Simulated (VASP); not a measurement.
Input of a VASP 6.6.1 run:

File INCAR:

```
SYSTEM = C
ALGO = Normal
EDIFF = 1E-6
ENCUT = 520
ISIF = 2
ISMEAR = -1
LASPH = .TRUE.
LCHARG = .FALSE.
LREAL = .FALSE.
LWAVE = .FALSE.
NBANDS = 11
NELM = 80
PREC = Accurate
SIGMA = 0.05
```

The input KPOINTS:

```
k-points
0
G
  13 13 13
  0 0 0
```

Contents of POSCAR:

```
C
1.0
    0.0000000000      1.8068380860      1.8068380860
    1.8068380860      0.0000000000      1.8068380860
    1.8068380860      1.8068380860      0.0000000000
C
2
Direct
    0.7500000000      0.7500000000      0.7500000000
    0.5000000000      0.5000000000      0.5000000000
```

Potentials or basis: VASP PAW LDA potentials, release 64 (C).

The run is started by

```console
$ cat potpaw_LDA.64/C/POTCAR > POTCAR
$ mpirun -np 1 vasp_std > vasp.out
```

(1) Estimate the pressure.

(2) Estimate the band gap on the k mesh.

## Answers

(1) -27.1 GPa.

(2) 4.02 eV, indirect (least direct gap 5.43 eV).
